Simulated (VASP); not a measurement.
# SiC: relaxation of cell and atoms with r2SCAN

SiC:

```xyz
2
Lattice="2.1782 2.1782 0.0000 -2.1782 2.1782 0.0000 0.0000 2.1782 2.1782" Properties=species:S:1:pos:R:3 pbc="T T T"
Si    0.0000    0.0000    0.0000
C     1.0891    3.2673    1.0891
```

* Program: VASP 6.6.1
* Task: relaxation of cell and atoms
* Functional: r2SCAN
* Potentials or basis: VASP PAW PBE potentials, release 64 (Si, C)
* Cutoff: 600 eV
* k mesh: 10 × 10 × 10
* Occupations: gaussian, width 0.01 eV
* Spin: no spin polarisation
* Target pressure: 7 GPa
* Dipole correction: no
* Further INCAR settings: ALGO = Normal; EDIFF = 1e-06; IBRION = 2; EDIFFG = -0.002; NSW = 100; ISIF = 3

| Quantity | Value |
| --- | --- |
| Relaxed volume | 10.02 Å³/atom |
| Relaxed cell | a = 3.049 Å, b = 3.049 Å, c = 3.049 Å, α = 60.00°, β = 60.00°, γ = 90.00° |
| Space group after relaxing (to 0.05 Å) | F-43m (No. 216) |
| Energy change on relaxing (the enthalpy is what falls) | +6.2 meV/atom |
| Ionic steps | 5 |
| Pressure after relaxing | 7.0 GPa |
| Band gap on the k mesh | 1.71 eV, indirect (least direct gap 5.10 eV) |

Step by step:
| step | energy change (eV) | largest force (eV/Å) | pressure (GPa) | volume (Å³) |
| --- | --- | --- | --- | --- |
| 1 | 0.0000 | 0.0000 | -0.34 | 20.67 |
| 2 | 0.0700 | 0.0000 | 17.55 | 19.28 |
| 3 | 0.0124 | 0.0000 | 6.94 | 20.05 |
| 4 | 0.0130 | 0.0000 | 7.07 | 20.04 |
| 5 | 0.0125 | 0.0000 | 6.99 | 20.05 |

Final structure:
```
CELL_PARAMETERS angstrom
2.15607 2.15607 0.00000
-2.15607 2.15607 0.00000
0.00000 2.15607 2.15607
ATOMIC_POSITIONS crystal
Si 0.00000 0.00000 0.00000
C 0.75000 0.25000 0.50000
```

Levels at points of the mesh, in eV from the valence-band top:
| k point | band 1 | band 2 | band 3 | band 4 | band 5 | band 6 | band 7 | band 8 |
| --- | --- | --- | --- | --- | --- | --- | --- | --- |
| (0.00, 0.00, 0.00) | -16.43 | 0.00 | 0.00 | 0.00 | 7.24 | 8.09 | 8.09 | 8.09 |
| (0.50, 0.00, 0.00) | -12.69 | -8.99 | -1.11 | -1.11 | 6.30 | 7.89 | 7.89 | 11.15 |
| (0.50, 0.50, 0.00) | -11.19 | -8.15 | -3.39 | -3.39 | 1.71 | 4.95 | 15.53 | 15.53 |

Wall time 2.4 min on 1 thread of Intel(R) Xeon(R) Platinum 8259CL CPU @ 2.50GHz (Skylake/Cascade Lake), on a shared host, peak memory 0.16 GiB.

Caveat: the cell is relaxed towards a set pressure, so the enthalpy falls and the energy may rise; the PAW data sets were made with another functional, which shifts forces and pressure a little. A k mesh can miss the band edges.
